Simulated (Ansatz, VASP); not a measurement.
## One calculation of C, two programs

The input INCAR:

```
  PREC = Accurate
  ENCUT = 520
  EDIFF = 1E-7
  ISMEAR = -1
  SIGMA = 0.08
  LREAL = False
  LASPH = True
  NELM = 80
  ALGO = Normal
  ISIF = 2
  LWAVE = False
  LCHARG = True
  GGA = PE
  LELF = True
  LVHAR = True
  NBANDS = 11
```

KPOINTS

```
Automatic mesh
0
Gamma
  20 20 20
```

The input POSCAR:

```
C
1.0
    0.0000000000      1.7774354070      1.7774354070
    1.7774354070      0.0000000000      1.7774354070
    1.7774354070      1.7774354070      0.0000000000
C
2
Direct
    0.5000000000      0.5000000000      0.5000000000
    0.7500000000      0.7500000000      0.7500000000
```

Input for Ansatz:

```yaml
crystal:
  lattice:
    - [0.0, 1.777435407, 1.777435407]
    - [1.777435407, 0.0, 1.777435407]
    - [1.777435407, 1.777435407, 0.0]
  atoms:
    - { symbol: C, position: [0.5, 0.5, 0.5] }
    - { symbol: C, position: [0.75, 0.75, 0.75] }
kpoints:
  mp_grid: { grid: [20, 20, 20] }
  band_path:
    path:
      - [0.0, 0.0, 0.0]
      - [0.5, 0.0, 0.5]
      - [0.625, 0.25, 0.625]
      - [0.375, 0.375, 0.75]
      - [0.0, 0.0, 0.0]
      - [0.5, 0.5, 0.5]
      - [0.5, 0.25, 0.75]
      - [0.5, 0.0, 0.5]
    npoints: 5
scf:
  occupations: { method: fermi_dirac, width: 0.08 }
hamiltonian:
  xc: pbe
  pseudopotentials: { kind: all_electron, lapw: { basis_error: 0.0005 } }
output:
  forces: true
  stress: true
  eigenvalues: true
```

Change from the starting cell: volume scaled by 0.99.

Alike in both runs: task single point; functional PBE; k mesh 20 × 20 × 20; occupations fermi-dirac, width 0.08 eV; no spin polarisation.

```csv
,VASP,Ansatz
version,VASP 6.6.1,Ansatz 0.2.0
potentials or method,"VASP PAW PBE potentials, release 64 (C), cutoff 520 eV","all-electron LAPW, scalar-relativistic"
```

Ansatz gave:

- gap on the k mesh at the Fermi level (eV): 4.16
- pressure (GPa): 6.2

Question: Estimate VASP's values.

Answer: gap on the k mesh at the Fermi level (eV): 4.16; pressure (GPa): 7.0.

Ansatz ran all-electron here, and VASP with PAW potentials.
